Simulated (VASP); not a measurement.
Sn3Te:

```
CELL_PARAMETERS angstrom
4.76630 0.00000 0.00000
0.00000 4.76630 0.00000
0.00000 0.00000 4.76630
ATOMIC_POSITIONS crystal
Te 0.00000 0.00000 0.00000
Sn 0.00000 0.50000 0.50000
Sn 0.50000 0.00000 0.50000
Sn 0.50000 0.50000 0.00000
```

Base run:

- Program: VASP 6.6.1
- Functional: PBE
- Potentials or basis: VASP PAW PBE potentials, release 64 (Te, Sn_d)
- Cutoff: 520 eV
- k mesh: 6 × 6 × 6
- Occupations: fermi-dirac, width 0.05 eV
- Spin: no spin polarisation

Its results: band gap on the k mesh zero (band 24 reaches 11.49 eV, above the bottom of band 25 at 7.91 eV); pressure 3.4 GPa.

Task: The run is repeated on the same cell with these changes: functional from PBE to r2SCAN. What comes out?

Result: Band gap on the k mesh zero (band 24 reaches 11.60 eV, above the bottom of band 25 at 7.95 eV); pressure 2.8 GPa.

Caveats: spin-orbit coupling is left out, which moves the levels of the heavy elements; the PAW data sets were made with another functional, which shifts forces and pressure a little (some runs).
